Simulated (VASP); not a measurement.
Crystal: Ir.

```
CELL_PARAMETERS angstrom
0.00000 1.90609 1.90609
1.90609 0.00000 1.90609
1.90609 1.90609 0.00000
ATOMIC_POSITIONS crystal
Ir 0.00000 0.00000 0.00000
```

Base run:

```yaml
Program: VASP 6.6.1
Functional: LDA
Potentials_or_basis: VASP PAW LDA potentials, release 64 (Ir_sv_GW)
Cutoff: 560 eV
k_mesh: 14 × 14 × 14
Occupations: gaussian, width 0.6 eV
Spin: no spin polarisation
```

Its results: band gap on the k mesh zero (an odd number of electrons rules out a gap without spin polarisation); pressure 1.1 GPa.

Problem. After a change of settings the same cell gave: band gap on the k mesh zero (an odd number of electrons rules out a gap without spin polarisation); pressure -0.5 GPa. Which change was it?
A. k mesh from 14 × 14 × 14 to 4 × 4 × 4; occupations from gaussian, width 0.6 eV to fermi-dirac, width 0.1 eV
B. occupations from gaussian, width 0.6 eV to methfessel-paxton, width 0.03 eV
C. occupations from gaussian, width 0.6 eV to fermi-dirac, width 0.3 eV
D. k mesh from 14 × 14 × 14 to 5 × 5 × 5; occupations from gaussian, width 0.6 eV to fermi-dirac, width 0.1 eV

Solution. B.

Caveats: spin-orbit coupling is left out, which moves the levels of the heavy elements; so wide a smearing shifts energies and pressures (at least some runs).
